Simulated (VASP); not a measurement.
# CdGeAs2 (I-42d) in VASP: notebook

CdGeAs2 is run at these levels: PBE; tasks: single point.

Program: VASP 6.6.1. These are calculated values, not measurements. Logs are shortened: lines on timing, memory, paths and dates and some standing lists are left out, and cuts for length are marked.

## 1. The cell of the first run

It takes space group I-42d (No. 122, tetragonal). Conventional cell: a = 5.980 Å, b = 5.980 Å, c = 11.304 Å, α = 90.00°, β = 90.00°, γ = 90.00°. Within 3.5 Å of Cd (site symmetry -4) lie 4 As at 2.65 Å. Within 3.2 Å of As (site symmetry 2) lie 2 Ge at 2.45 Å and 2 Cd at 2.65 Å. Ge (site symmetry -4) has 4 As at 2.45 Å within 3.2 Å.

## 2. Single point, PBE

The input, INCAR:

```
SYSTEM = CdGeAs2
PREC = Accurate
ENCUT = 520
EDIFF = 1E-7
ISMEAR = -1
SIGMA = 0.02
LREAL = .FALSE.
LASPH = .TRUE.
NELM = 100
ALGO = Normal
ISIF = 2
LWAVE = .FALSE.
LCHARG = .FALSE.
GGA = PE
NBANDS = 46
```

The input, KPOINTS:

```
regular mesh
0
G
  6 6 6
  0 0 0
```

The input, POSCAR:

```
CdGeAs2
1.0
   -2.9900732622      2.9900732622      5.6520381464
    2.9900732622     -2.9900732622      5.6520381464
    2.9900732622      2.9900732622     -5.6520381464
Cd As Ge
2 4 2
Direct
    0.0000000000      0.0000000000      0.0000000000
    0.7500000000      0.2500000000      0.5000000000
    0.3750000000      0.4036622353      0.5286622353
    0.1536622353      0.6250000000      0.0286622353
    0.8750000000      0.8463377647      0.4713377647
    0.5963377647      0.1250000000     -0.0286622353
    0.5000000000      0.5000000000      0.0000000000
    0.2500000000      0.7500000000      0.5000000000
```

Potentials or basis: VASP PAW PBE potentials, release 64 (Cd, As, Ge_d).

Command:

```
cat potpaw_PBE.64/Cd/POTCAR potpaw_PBE.64/As/POTCAR potpaw_PBE.64/Ge_d/POTCAR > POTCAR
mpirun -np 1 vasp_std > vasp.out
```

OUTCAR:

```text
SYSTEM = CdGeAs2
   PREC = Accurate
   ENCUT = 520
   EDIFF = 1E-7
   ISMEAR = -1
   LREAL = .FALSE.
   LASPH = .TRUE.
   NELM = 100
   ISIF = 2
   GGA = PE

 ion  position               nearest neighbor table
   1  0.000  0.000  0.000-   3 2.65   6 2.65   4 2.65   5 2.65
   2  0.750  0.250  0.500-   4 2.65   5 2.65   3 2.65   6 2.65
   3  0.375  0.404  0.529-   7 2.45   8 2.45   1 2.65   2 2.65
   4  0.154  0.625  0.029-   8 2.45   7 2.45   2 2.65   1 2.65
   5  0.875  0.846  0.471-   7 2.45   8 2.45   2 2.65   1 2.65
   6  0.596  0.125  0.971-   8 2.45   7 2.45   1 2.65   2 2.65
   7  0.500  0.500  0.000-   3 2.45   5 2.45   4 2.45   6 2.45
   8  0.250  0.750  0.500-   4 2.45   6 2.45   5 2.45   3 2.45

  LATTYP: Found a body centered tetragonal cell.
 ALAT       =     5.9801465244
 C/A-ratio  =     1.8902674452

  Lattice vectors:

 A1 = (  -2.9900732622,   2.9900732622,   5.6520381464)
 A2 = (   2.9900732622,  -2.9900732622,   5.6520381464)
 A3 = (   2.9900732622,   2.9900732622,  -5.6520381464)

Analysis of symmetry for initial positions (statically):
=====================================================================
 Subroutine PRICEL returns:
 Original cell was already a primitive cell.

 Routine SETGRP: Setting up the symmetry group for a
 body centered tetragonal supercell.

 Subroutine GETGRP returns: Found  8 space group operations
 (whereof  4 operations were pure point group operations)
 out of a pool of 16 trial point group operations.

The static configuration has the point symmetry S_4 .
 The point group associated with its full space group is D_2d.

Analysis of symmetry for dynamics (positions and initial velocities):
=====================================================================
 Subroutine PRICEL returns:
 Original cell was already a primitive cell.

 Routine SETGRP: Setting up the symmetry group for a
 body centered tetragonal supercell.

 Subroutine GETGRP returns: Found  8 space group operations
 (whereof  4 operations were pure point group operations)
 out of a pool of 16 trial point group operations.

The dynamic configuration has the point symmetry S_4 .
 The point group associated with its full space group is D_2d.

 Subroutine INISYM returns: Found  8 space group operations
 (whereof  4 operations are pure point group operations),
 and found     1 'primitive' translations

----------------------------------------------------------------------------------------
[... 105 lines left out ...]
   EDIFF  = 0.1E-06   stopping-criterion for ELM
   LREAL  =      F    real-space projection
   EDIFFG = 0.1E-05   stopping-criterion for IOM
   NSW    =      0    number of steps for IOM
   IBRION =     -1    ionic relax: 0-MD 1-quasi-New 2-CG
   NFREE  =      0    steps in history (QN), initial steepest desc. (CG)
   ISIF   =      2    stress and relaxation
   ISYM   =      2    0-nonsym 1-usesym 2-fastsym
   POTIM  = 0.5000    time-step for ionic-motion
   TEBEG  =    0.0;   TEEND  =   0.0 temperature during run
   PSTRESS=    0.0 pullay stress
   NELECT =      72.0000    total number of electrons
   NUPDOWN=      -1.0000    fix difference up-down
   EMIN   =  10.00;   EMAX   =-10.00  energy-range for DOS
   EFERMI =   0.00;   METHOD = LEGACY
   ISMEAR =    -1;   SIGMA  =   0.02  broadening in eV -4-tet -1-fermi 0-gaus
   EFERMI_NEDOS =   21; number of points for ismear=-14 and -15
   IALGO  =     38    algorithm
   IMIX   =      4    mixing-type and parameters
     AMIX     =   0.40;   BMIX     =  1.00
     AMIX_MAG =   1.60;   BMIX_MAG =  1.00
  volume/ion in A,a.u.               =      25.27       170.50
  Fermi-wavevector in a.u.,A,eV,Ry     =   1.160494  2.193015 18.323584  1.346745
  Thomas-Fermi vector in A             =   2.297076
   LORBIT       =      0    0 simple, 1 ext, 2 COOP (PROOUT), +10 PAW based schemes
   GGA     = PE    functional components
[... 5 lines left out ...]
 non-spin polarized calculation
  energy-cutoff  :      520.00
  volume of cell :      202.13
 maximum number of plane-waves:      5470
 NGX is ok and might be reduce to    54
   NGX = 27   NGY = 27   NGZ = 27

 number of electron      72.0000011 magnetization

 Free energy of the ion-electron system (eV)
  ---------------------------------------------------
  ext. energy  EPLUGINS =         0.00000000
  ---------------------------------------------------
  free energy    TOTEN  =       -29.89770807 eV

  energy without entropy =      -29.89765699  energy(sigma->0) =      -29.89768253

 E-fermi :   2.9801     XC(G=0):  -9.3198

 val. band max:        2.8625065663   @ k =   0.1667   0.0000   0.0000
 cond. band min:       3.0545337869   @ k =   0.0000   0.0000   0.0000
 fundamental gap:      0.1920272207
 Fermi energy:         2.9800507958

 k-point     1 :       0.0000    0.0000    0.0000
  band No.  band energies     occupation
      1     -21.9113      2.00000
      2     -21.9113      2.00000
      3     -21.9112      2.00000
      4     -21.9072      2.00000
      5     -21.9044      2.00000
      6     -21.9044      2.00000
[... 1165 lines left out ...]
     45       7.3609      0.00000
     46       7.8699      0.00000

 [... further k-points ...]

------------------------ aborting loop because EDIFF is reached ----------------------------------------

  FORCE on cell =-STRESS in cart. coord.  units (eV):
  Direction    XX          YY          ZZ          XY          YZ          ZX
  --------------------------------------------------------------------------------------
  -------------------------------------------------------------------------------------
  Total        3.1427570      3.1427570      3.0910170      0.0000000     -0.0000000      0.0000000
  in kB       24.9110853     24.9110853     24.5009682      0.0000000     -0.0000000      0.0000000
  external PRESSURE =      24.7743796 kB  Pullay stress =       0.0000000 kB

 VOLUME and BASIS-vectors are now :
 -----------------------------------------------------------------------------
  energy-cutoff  :      520.00
  volume of cell :      202.13
      direct lattice vectors                 reciprocal lattice vectors
    -2.990073262  2.990073262  5.652038146     0.000000000  0.167219983  0.088463663
     2.990073262 -2.990073262  5.652038146     0.167219983  0.000000000  0.088463663
     2.990073262  2.990073262 -5.652038146     0.167219983  0.167219983  0.000000000

 POSITION                                       TOTAL-FORCE (eV/Angst)
 -----------------------------------------------------------------------------------
      0.00000      0.00000      0.00000         0.000000     -0.000000      0.000000
     -0.00000      2.99007      2.82602         0.000000      0.000000     -0.000000
      1.66644      1.49504      1.41301        -0.125376     -0.000000      0.000000
      1.49504     -1.32363      4.23903         0.000000     -0.125376      0.000000
      1.32363      1.49504      7.06505         0.125376      0.000000     -0.000000
      1.49504      4.31371     -1.41301         0.000000      0.125376     -0.000000
      0.00000      0.00000      5.65204         0.000000      0.000000     -0.000000
      2.99007     -0.00000      2.82602         0.000000     -0.000000      0.000000
 -----------------------------------------------------------------------------------
    total drift:                                0.000002      0.000002      0.000001

  FREE ENERGIE OF THE ION-ELECTRON SYSTEM (eV)
  ---------------------------------------------------
  free  energy   TOTEN  =       -29.8977080743 eV

  energy  without entropy=      -29.8976569880  energy(sigma->0) =      -29.89768253
```

It took 9.5 min on 1 thread of Intel Xeon Platinum 8259CL at 2.50GHz (Skylake/Cascade Lake), shared host; peak memory 0.55 GiB.

What came out:

- Free energy: -29.8977 eV
- Pressure: 2.5 GPa
- Largest force: 0.125 eV/Å
- Band gap on the k mesh: 0.19 eV (least direct gap 0.22 eV)

Forces on the atoms (eV/Å):
```
Cd   0.000  0.000  0.000
Cd   0.000  0.000  0.000
As  -0.125  0.000  0.000
As   0.000 -0.125  0.000
As   0.125  0.000  0.000
As   0.000  0.125  0.000
Ge   0.000  0.000  0.000
Ge   0.000  0.000  0.000
```

Levels at points of the mesh, in eV from the valence-band top:
```csv
k point,band 33,band 34,band 35,band 36,band 37,band 38,band 39,band 40
"(0.00, 0.00, 0.00)",-2.02,-0.10,-0.03,-0.03,0.19,1.44,1.84,3.01
"(0.50, 0.00, 0.00)",-1.99,-1.41,-1.12,-0.55,1.90,2.14,2.78,3.55
"(0.50, 0.50, 0.00)",-0.97,-0.97,-0.47,-0.47,0.79,0.79,2.56,2.56
"(0.50, 0.50, 0.50)",-1.74,-1.74,-0.88,-0.88,1.52,1.52,1.76,1.76
```

A k mesh can miss the band edges.

## 3. Single point, PBE

This run uses another cell than the first one, of 26.27 Å³/atom.

The input, INCAR:

```
PREC = Accurate
ENCUT = 520
EDIFF = 1E-7
ISMEAR = -1
SIGMA = 0.02
LREAL = F
LASPH = T
NELM = 80
ALGO = Normal
ISIF = 2
LWAVE = F
LCHARG = F
GGA = PE
NBANDS = 46
```

The input, KPOINTS:

```
regular mesh
0
Gamma
  6 6 6
```

The input, POSCAR:

```
CdGeAs2
1.0
   -3.0230220720      3.0230220720      5.7486203084
    3.0230220720     -3.0230220720      5.7486203084
    3.0230220720      3.0230220720     -5.7486203084
Cd As Ge
2 4 2
Direct
    0.0000000000      0.0000000000      0.0000000000
    0.7500000000      0.2500000000      0.5000000000
    0.3750000000      0.4016192838      0.5266192838
    0.1516192838      0.6250000000      0.0266192838
    0.8750000000      0.8483807162      0.4733807162
    0.5983807162      0.1250000000     -0.0266192838
    0.5000000000      0.5000000000      0.0000000000
    0.2500000000      0.7500000000      0.5000000000
```

Potentials or basis: VASP PAW PBE potentials, release 64 (Cd, As, Ge_d).

Command:

```
cat potpaw_PBE.64/Cd/POTCAR potpaw_PBE.64/As/POTCAR potpaw_PBE.64/Ge_d/POTCAR > POTCAR
mpirun -np 1 vasp_std > vasp.out
```

It took 11 min on 1 thread of Intel Xeon Platinum 8259CL at 2.50GHz (Skylake/Cascade Lake), shared host; peak memory 0.56 GiB.

Results (log left out):

```yaml
Free_energy: -29.9647 eV
Pressure: 0.2 GPa
Largest_force: 0.012 eV/Å
Band_gap_on_the_k_mesh: 0.18 eV (least direct gap 0.20 eV)
```

Forces in eV/Å, atoms in the order of the input:
```
Cd   0.000  0.000  0.000
Cd   0.000  0.000  0.000
As   0.012  0.000  0.000
As   0.000  0.012  0.000
As  -0.012  0.000  0.000
As   0.000 -0.012  0.000
Ge   0.000  0.000  0.000
Ge   0.000  0.000  0.000
```

Levels at points of the mesh, in eV from the valence-band top:
```csv
k point,band 32,band 33,band 34,band 35,band 36,band 37,band 38,band 39,band 40,band 41
"(0.00, 0.00, 0.00)",-1.92,-1.92,-0.32,-0.02,-0.02,0.18,1.51,1.83,2.94,2.94
"(0.50, 0.00, 0.00)",-2.39,-1.94,-1.34,-1.10,-0.52,1.75,2.05,2.70,3.46,3.77
"(0.50, 0.50, 0.00)",-1.62,-0.93,-0.93,-0.45,-0.45,0.68,0.68,2.48,2.48,3.89
"(0.50, 0.50, 0.50)",-2.12,-1.65,-1.65,-0.84,-0.84,1.47,1.47,1.76,1.76,2.75
```
